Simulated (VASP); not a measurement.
# ZnS (F-43m) in VASP: further runs, part 2 of 2

VASP 6.6.1.

### 4 Single point, PBE-based screened hybrid with 25 % exact exchange

This run uses another cell than the first one, of 18.94 Å³/atom.

POSCAR reads:

```
ZnS
1.0
    0.0000000000      2.6654820099      2.6654820099
    2.6654820099      0.0000000000      2.6654820099
    2.6654820099      2.6654820099      0.0000000000
Zn S
1 1
Direct
    0.7500000000      0.7500000000      0.7500000000
    0.0000000000      0.0000000000      0.0000000000
```

INCAR.step1 reads:

```
SYSTEM = ZnS
PREC = Accurate
ENCUT = 520
EDIFF = 1E-5
ISMEAR = -1
SIGMA = 0.05
LREAL = .FALSE.
LASPH = .TRUE.
NELM = 60
ALGO = Normal
ISIF = 2
LWAVE = .TRUE.
LCHARG = .FALSE.
GGA = PE
NBANDS = 16
```

INCAR.step2 reads:

```
SYSTEM = ZnS
PREC = Accurate
ENCUT = 520
EDIFF = 1E-7
ISMEAR = -1
SIGMA = 0.05
LREAL = .FALSE.
LASPH = .TRUE.
NELM = 60
ALGO = Normal
ISIF = 2
LWAVE = .FALSE.
LCHARG = .FALSE.
GGA = PE
LHFCALC = .TRUE.
AEXX = 0.25
HFSCREEN = 0.3
PRECFOCK = Normal
ISTART = 1
NBANDS = 16
```

KPOINTS reads:

```
regular mesh
0
G
  5 5 5
  0 0 0
```

Potentials or basis: VASP PAW PBE potentials, release 64 (Zn, S).

On the command line:

```
cat potpaw_PBE.64/Zn/POTCAR potpaw_PBE.64/S/POTCAR > POTCAR
cp INCAR.step1 INCAR
mpirun -np 1 vasp_std > vasp.out
cp INCAR.step2 INCAR
mpirun -np 1 vasp_std > vasp.out
```

OUTCAR:

```text
SYSTEM = ZnS
   PREC = Accurate
   ENCUT = 520
   EDIFF = 1E-7
   ISMEAR = -1
   LREAL = .FALSE.
   LASPH = .TRUE.
   NELM = 60
   ISIF = 2
   GGA = PE
   LHFCALC = .TRUE.
   AEXX = 0.25
   HFSCREEN = 0.3
   PRECFOCK = Normal
   ISTART = 1

 ion  position               nearest neighbor table
   1  0.750  0.750  0.750-   2 2.31   2 2.31   2 2.31   2 2.31
   2  0.000  0.000  0.000-   1 2.31   1 2.31   1 2.31   1 2.31

  LATTYP: Found a face centered cubic cell.
 ALAT       =     5.3309640198

  Lattice vectors:

 A1 = (   0.0000000000,   2.6654820099,   2.6654820099)
 A2 = (   2.6654820099,   0.0000000000,   2.6654820099)
 A3 = (   2.6654820099,   2.6654820099,   0.0000000000)

Analysis of symmetry for initial positions (statically):
=====================================================================
 Subroutine PRICEL returns:
 Original cell was already a primitive cell.

 Routine SETGRP: Setting up the symmetry group for a
 face centered cubic supercell.

[... 154 lines left out ...]
  free energy    TOTEN  =        -8.11462174 eV

  energy without entropy =       -8.11462174  energy(sigma->0) =       -8.11462174

 E-fermi :   2.9064     XC(G=0):  -8.2638

 val. band max:        1.8865708884   @ k =   0.0000   0.0000   0.0000
 cond. band min:       5.2059535579   @ k =   0.0000   0.0000   0.0000
 fundamental gap:      3.3193826695
 Fermi energy:         2.9063598388

 k-point     1 :       0.0000    0.0000    0.0000
  band No.  band energies     occupation
      1     -12.6578      2.00000
      2      -6.0479      2.00000
      3      -6.0479      2.00000
      4      -6.0479      2.00000
      5      -5.5577      2.00000
      6      -5.5577      2.00000
[... 167 lines left out ...]
      3      -5.8185      2.00000
      4      -5.6480      2.00000
      5      -5.5400      2.00000
      6      -5.2168      2.00000
[... 8 lines left out ...]
     15      16.7346      0.00000
     16      19.1617      0.00000

------------------------ aborting loop because EDIFF is reached ----------------------------------------

  FORCE on cell =-STRESS in cart. coord.  units (eV):
  Direction    XX          YY          ZZ          XY          YZ          ZX
  --------------------------------------------------------------------------------------
  -------------------------------------------------------------------------------------
  Total        1.1069605      1.1069605      1.1069605     -0.0000000      0.0000000      0.0000000
  in kB       46.8258255     46.8258255     46.8258255     -0.0000000      0.0000000      0.0000000
  external PRESSURE =      46.8258255 kB  Pullay stress =       0.0000000 kB

 VOLUME and BASIS-vectors are now :
 -----------------------------------------------------------------------------
  energy-cutoff  :      520.00
  volume of cell :       37.88
      direct lattice vectors                 reciprocal lattice vectors
     0.000000000  2.665482010  2.665482010    -0.187583333  0.187583333  0.187583333
     2.665482010  0.000000000  2.665482010     0.187583333 -0.187583333  0.187583333
     2.665482010  2.665482010  0.000000000     0.187583333  0.187583333 -0.187583333

 POSITION                                       TOTAL-FORCE (eV/Angst)
 -----------------------------------------------------------------------------------
      3.99822      3.99822      3.99822         0.000000      0.000000      0.000000
      0.00000      0.00000      0.00000        -0.000000     -0.000000     -0.000000
 -----------------------------------------------------------------------------------
    total drift:                                0.000015      0.000014      0.000009

  FREE ENERGIE OF THE ION-ELECTRON SYSTEM (eV)
  ---------------------------------------------------
  free  energy   TOTEN  =        -8.1146217448 eV

  energy  without entropy=       -8.1146217447  energy(sigma->0) =       -8.11462174
```

OSZICAR.step1:

```text
N       E                     dE             d eps       ncg     rms          rms(c)
DAV:   1     0.855333522623E+02    0.85533E+02   -0.85974E+03   320   0.135E+03
DAV:   2    -0.173864434666E+01   -0.87272E+02   -0.81194E+02   352   0.265E+02
DAV:   3    -0.718316942103E+01   -0.54445E+01   -0.54124E+01   416   0.619E+01
DAV:   4    -0.723530559682E+01   -0.52136E-01   -0.52128E-01   376   0.628E+00
DAV:   5    -0.723580835676E+01   -0.50276E-03   -0.50274E-03   416   0.598E-01    0.739E+00
DAV:   6    -0.682386080097E+01    0.41195E+00   -0.74411E-01   480   0.308E+01    0.573E+00
DAV:   7    -0.680139786716E+01    0.22463E-01   -0.26905E-01   368   0.476E+00    0.290E+00
DAV:   8    -0.680073788196E+01    0.65999E-03   -0.56560E-03   408   0.104E+00    0.781E-01
DAV:   9    -0.680093478947E+01   -0.19691E-03   -0.14349E-03   360   0.297E-01    0.897E-02
DAV:  10    -0.680108881411E+01   -0.15402E-03   -0.20534E-04   384   0.104E-01    0.333E-02
DAV:  11    -0.680109193672E+01   -0.31226E-05   -0.32959E-05   360   0.421E-02
   1 F= -.68010919E+01 E0= -.68010919E+01  d E =-.162427E-10
```

Wall time 23 min (1 thread of AMD EPYC 7R13 (Zen 3), shared host); peak memory 0.24 GiB.

What came out:

```
Free energy            : -8.1146 eV
Pressure               : 4.7 GPa
Band gap on the k mesh : 3.32 eV
```

Levels at points of the mesh, in eV from the valence-band top:
| k point | band 5 | band 6 | band 7 | band 8 | band 9 | band 10 | band 11 | band 12 | band 13 | band 14 |
| --- | --- | --- | --- | --- | --- | --- | --- | --- | --- | --- |
| (0.00, 0.00, 0.00) | -7.44 | -7.44 | 0.00 | 0.00 | 0.00 | 3.32 | 7.43 | 7.43 | 7.43 | 13.00 |

Caveat: the cell stands under pressure; the PAW data sets were made with another functional, which shifts forces and pressure a little.

### 5 Single point, PBEsol

INCAR reads:

```
PREC = Accurate
ENCUT = 500
EDIFF = 1E-6
ISMEAR = 0
SIGMA = 0.1
LREAL = False
LASPH = True
NELM = 120
ALGO = Normal
ISIF = 2
LWAVE = False
LCHARG = False
GGA = PS
NBANDS = 16
GGA_COMPAT = False
```

KPOINTS reads:

```
regular mesh
0
Gamma
  9 9 9
```

POSCAR reads:

```
ZnS
1.0
    0.0000000000      2.7020000000      2.7020000000
    2.7020000000      0.0000000000      2.7020000000
    2.7020000000      2.7020000000      0.0000000000
Zn S
1 1
Direct
    0.2500000000      0.2500000000      0.2500000000
    0.0000000000      0.0000000000      0.0000000000
```

On the command line:

```
cat potpaw_PBE.64/Zn/POTCAR potpaw_PBE.64/S/POTCAR > POTCAR
mpirun -np 1 vasp_std > vasp.out
```

It took 12 s on 1 thread of AMD EPYC 9R45 (Zen 5), shared host; peak memory 0.13 GiB.

Results (log left out):

| Quantity | Value |
| --- | --- |
| Free energy | -7.5836 eV |
| Pressure | -1.8 GPa |
| Band gap on the k mesh | 1.98 eV |

Levels at points of the mesh, in eV from the valence-band top:
```csv
k point,band 5,band 6,band 7,band 8,band 9,band 10,band 11,band 12,band 13,band 14
"(0.00, 0.00, 0.00)",-5.87,-5.87,0.00,0.00,0.00,1.98,6.31,6.31,6.31,11.64
```

Caveat: the PAW data sets were made with another functional, which shifts forces and pressure a little.

### 6 Single point, r2SCAN0

This run uses another cell than the first one, of 18.54 Å³/atom.

POSCAR reads:

```
ZnS
1.0
    0.0000000000      2.6468416657      2.6468416657
    2.6468416657      0.0000000000      2.6468416657
    2.6468416657      2.6468416657      0.0000000000
Zn S
1 1
Direct
    0.7500000000      0.7500000000      0.7500000000
    0.0000000000      0.0000000000      0.0000000000
```

INCAR.step1 reads:

```
ALGO = Normal
EDIFF = 1E-5
ENCUT = 520
GGA = PE
ISIF = 2
ISMEAR = -1
LASPH = True
LCHARG = False
LREAL = False
LWAVE = True
NBANDS = 16
NELM = 60
PREC = Accurate
SIGMA = 0.05
```

INCAR.step2 reads:

```
AEXX = 0.25
ALGO = Normal
EDIFF = 1E-7
ENCUT = 520
ISIF = 2
ISMEAR = -1
ISTART = 1
LASPH = True
LCHARG = False
LHFCALC = True
LMIXTAU = True
LREAL = False
LWAVE = False
METAGGA = R2SCAN
NBANDS = 16
NELM = 60
PREC = Accurate
PRECFOCK = Normal
SIGMA = 0.05
```

KPOINTS reads:

```
k-points
0
Gamma
  5 5 5
```

Potentials or basis: VASP PAW PBE potentials, release 64 (Zn, S).

On the command line:

```
cat potpaw_PBE.64/Zn/POTCAR potpaw_PBE.64/S/POTCAR > POTCAR
cp INCAR.step1 INCAR
mpirun -np 1 vasp_std > vasp.out
cp INCAR.step2 INCAR
mpirun -np 1 vasp_std > vasp.out
```

OUTCAR:

```text
AEXX = 0.25
   EDIFF = 1E-7
   ENCUT = 520
   ISIF = 2
   ISMEAR = -1
   ISTART = 1
   LASPH = True
   LHFCALC = True
   LREAL = False
   METAGGA = R2SCAN
   NELM = 60
   PREC = Accurate
   PRECFOCK = Normal

 ion  position               nearest neighbor table
   1  0.750  0.750  0.750-   2 2.29   2 2.29   2 2.29   2 2.29
   2  0.000  0.000  0.000-   1 2.29   1 2.29   1 2.29   1 2.29

  LATTYP: Found a face centered cubic cell.
 ALAT       =     5.2936833314

  Lattice vectors:

 A1 = (   0.0000000000,   2.6468416657,   2.6468416657)
 A2 = (   2.6468416657,   0.0000000000,   2.6468416657)
 A3 = (   2.6468416657,   2.6468416657,   0.0000000000)

Analysis of symmetry for initial positions (statically):
=====================================================================
 Subroutine PRICEL returns:
 Original cell was already a primitive cell.

 Routine SETGRP: Setting up the symmetry group for a
 face centered cubic supercell.

 Subroutine GETGRP returns: Found 24 space group operations
 (whereof 24 operations were pure point group operations)
 out of a pool of 48 trial point group operations.
[... 152 lines left out ...]

  energy without entropy =      -18.08614245  energy(sigma->0) =      -18.08614245

 E-fermi :   2.4375     XC(G=0):  -8.2463

 val. band max:        1.4216011877   @ k =   0.0000   0.0000   0.0000
 cond. band min:       6.1184325187   @ k =   0.0000   0.0000   0.0000
 fundamental gap:      4.6968313310
 Fermi energy:         2.4375109896

 k-point     1 :       0.0000    0.0000    0.0000
  band No.  band energies     occupation
      1     -13.7534      2.00000
      2      -6.8523      2.00000
      3      -6.8523      2.00000
      4      -6.8523      2.00000
      5      -6.3104      2.00000
      6      -6.3104      2.00000
[... 167 lines left out ...]
      3      -6.6022      2.00000
      4      -6.4149      2.00000
      5      -6.2932      2.00000
      6      -5.9590      2.00000
[... 8 lines left out ...]
     15      17.8875      0.00000
     16      20.4520      0.00000

------------------------ aborting loop because EDIFF is reached ----------------------------------------

  FORCE on cell =-STRESS in cart. coord.  units (eV):
  Direction    XX          YY          ZZ          XY          YZ          ZX
  --------------------------------------------------------------------------------------
  -------------------------------------------------------------------------------------
  Total        1.1561661      1.1561661      1.1561661      0.0000000      0.0000000     -0.0000000
  in kB       49.9478647     49.9478647     49.9478647      0.0000000      0.0000000     -0.0000000
  external PRESSURE =      49.9478647 kB  Pullay stress =       0.0000000 kB

 VOLUME and BASIS-vectors are now :
 -----------------------------------------------------------------------------
  energy-cutoff  :      520.00
  volume of cell :       37.09
      direct lattice vectors                 reciprocal lattice vectors
     0.000000000  2.646841666  2.646841666    -0.188904386  0.188904386  0.188904386
     2.646841666  0.000000000  2.646841666     0.188904386 -0.188904386  0.188904386
     2.646841666  2.646841666  0.000000000     0.188904386  0.188904386 -0.188904386

 POSITION                                       TOTAL-FORCE (eV/Angst)
 -----------------------------------------------------------------------------------
      3.97026      3.97026      3.97026        -0.000000     -0.000000     -0.000000
      0.00000      0.00000      0.00000         0.000000      0.000000      0.000000
 -----------------------------------------------------------------------------------
    total drift:                                0.000023      0.000016      0.000015

  FREE ENERGIE OF THE ION-ELECTRON SYSTEM (eV)
  ---------------------------------------------------
  free  energy   TOTEN  =       -18.0861424527 eV

  energy  without entropy=      -18.0861424526  energy(sigma->0) =      -18.08614245
```

It took 52 min on 1 thread of AMD EPYC 7R43 (Zen 3), shared host; peak memory 0.14 GiB.

What came out:

```
Free energy            : -18.0861 eV
Pressure               : 5.0 GPa
Band gap on the k mesh : 4.70 eV
```

Caveat: the cell stands under pressure; the PAW data sets were made with another functional, which shifts forces and pressure a little.

### 7 Summary

```csv
task,level,cell,k mesh,cutoff (eV),smearing,grid for exact exchange (PRECFOCK),share of exact exchange,screening parameter,gap on the mesh (eV),pressure (GPa)
relaxation of cell and atoms,PBEsol+D3(BJ),"relaxed from a = 3.821 Å, angles 60.0°, 2 atoms",9 × 9 × 9,600,fermi-dirac 0.05 eV,-,-,-,2.20,0.0
single point,PBE-based screened hybrid with 25 % exact exchange,"a = 3.743 Å, angles 60.0°, 2 atoms",5 × 5 × 5,520,fermi-dirac 0.05 eV,Normal,0.25,0.3 1/Å,3.42,6.7
single point,PBE-based screened hybrid with 25 % exact exchange,"a = 3.770 Å, angles 60.0°, 2 atoms",5 × 5 × 5,520,fermi-dirac 0.05 eV,Normal,0.25,0.3 1/Å,3.32,4.7
single point,PBEsol,"a = 3.821 Å, angles 60.0°, 2 atoms",9 × 9 × 9,500,gaussian 0.1 eV,-,-,-,1.98,-1.8
single point,r2SCAN0,"a = 3.743 Å, angles 60.0°, 2 atoms",5 × 5 × 5,520,fermi-dirac 0.05 eV,Normal,0.25,-,4.70,5.0
```

Alike in all rows: potentials or basis VASP PAW PBE potentials, release 64 (Zn, S); no spin polarisation.

Caveats: the PAW data sets were made with another functional, which shifts forces and pressure a little; the cell stands under pressure (at least some runs).

Absolute energies hang on the potentials; compare differences alone.
